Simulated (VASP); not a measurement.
Write the native input for VASP 6.6.1 that does the following.

```yaml
Task: single point
Functional: r2SCAN
Dispersion: rVV10
Potentials_or_basis: VASP PAW PBE potentials, release 64 (Cu, Si, O)
Cutoff: 520 eV
k_mesh: 12 × 12 × 4
Occupations: fermi-dirac, width 0.03 eV
Spin: no spin polarisation
Dipole_correction: no
Further_INCAR_settings: ALGO = Normal; EDIFF = 1e-06; NBANDS = 31
```

Crystal: Cu2SiO3.

```xyz
6
Lattice="3.5509 0.0000 0.0000 -1.7754 3.0752 0.0000 0.0000 0.0000 5.5739" Properties=species:S:1:pos:R:3 pbc="T T T"
Cu    1.7754    1.0251    1.6250
Cu    1.7754    1.0251    3.9489
Si    0.0000    0.0000    0.0000
O     0.0000    0.0000    2.7870
O     0.0000    2.0501    0.0000
O     0.0000    2.0501    2.7870
```

The input as run:

POSCAR

```
Cu2SiO3
1.0
    3.5508928780      0.0000000000      0.0000000000
   -1.7754464390      3.0751634385      0.0000000000
    0.0000000000      0.0000000000      5.5739462091
Cu Si O
2 1 3
Direct
    0.6666666667      0.3333333333      0.2915361178
    0.6666666667      0.3333333333      0.7084638822
    0.0000000000      0.0000000000      0.0000000000
    0.0000000000      0.0000000000      0.5000000000
    0.3333333333      0.6666666667      0.0000000000
    0.3333333333      0.6666666667      0.5000000000
```

INCAR.step1

```
SYSTEM = Cu2SiO3
ALGO     = Normal         ! electronic algorithm
EDIFF    = 1E-4           ! SCF threshold, eV
ENCUT    = 520            ! plane-wave cutoff, eV
GGA      = PE             ! functional
ISMEAR   = -1             ! smearing method
LASPH    = .TRUE.         ! aspherical terms in the spheres
LCHARG   = .FALSE.        ! write CHGCAR
LREAL    = .FALSE.        ! projectors in reciprocal space
LWAVE    = .TRUE.         ! write WAVECAR
NBANDS   = 31             ! bands
NELM     = 60             ! most SCF steps
PREC     = Accurate       ! precision mode
SIGMA    = 0.03           ! smearing width, eV
```

INCAR.step2

```
SYSTEM = Cu2SiO3
ALGO     = Normal         ! electronic algorithm
BPARAM   = 11.95        
CPARAM   = 0.0093       
EDIFF    = 1E-6           ! SCF threshold, eV
ENCUT    = 520            ! plane-wave cutoff, eV
ISIF     = 2              ! what is computed and relaxed
ISMEAR   = -1             ! smearing method
ISTART   = 1            
IVDW_NL  = 2            
LASPH    = .TRUE.         ! aspherical terms in the spheres
LCHARG   = .FALSE.        ! write CHGCAR
LMIXTAU  = .TRUE.       
LREAL    = .FALSE.        ! projectors in reciprocal space
LUSE_VDW = .TRUE.       
LWAVE    = .FALSE.        ! write WAVECAR
METAGGA  = R2SCAN         ! meta-GGA
NBANDS   = 31             ! bands
NELM     = 60             ! most SCF steps
PREC     = Accurate       ! precision mode
SIGMA    = 0.03           ! smearing width, eV
```

KPOINTS

```
k-points
0
G
  12 12 4
  0 0 0
```

Potentials or basis: VASP PAW PBE potentials, release 64 (Cu, Si, O).

Run with:

```sh
$ cat potpaw_PBE.64/Cu/POTCAR potpaw_PBE.64/Si/POTCAR potpaw_PBE.64/O/POTCAR > POTCAR
$ cp INCAR.step1 INCAR
$ mpirun -np 1 vasp_std > vasp.out
$ cp INCAR.step2 INCAR
$ mpirun -np 1 vasp_std > vasp.out
```

Results of the run:

```yaml
Pressure: 0.3 GPa
Largest_force: 0.019 eV/Å
Band_gap_on_the_k_mesh: zero (bands 22 and 23 overlap by 1.30 eV)
```

Caveat: the PAW data sets were made with another functional, which shifts forces and pressure a little; semilocal functionals often make such compounds metallic where correlation or magnetic order opens a gap, which also shifts bond lengths.

It took 8.3 min on 1 thread of Intel(R) Xeon(R) Platinum 8259CL CPU @ 2.50GHz (Skylake/Cascade Lake), on a shared host, peak memory 0.38 GiB.
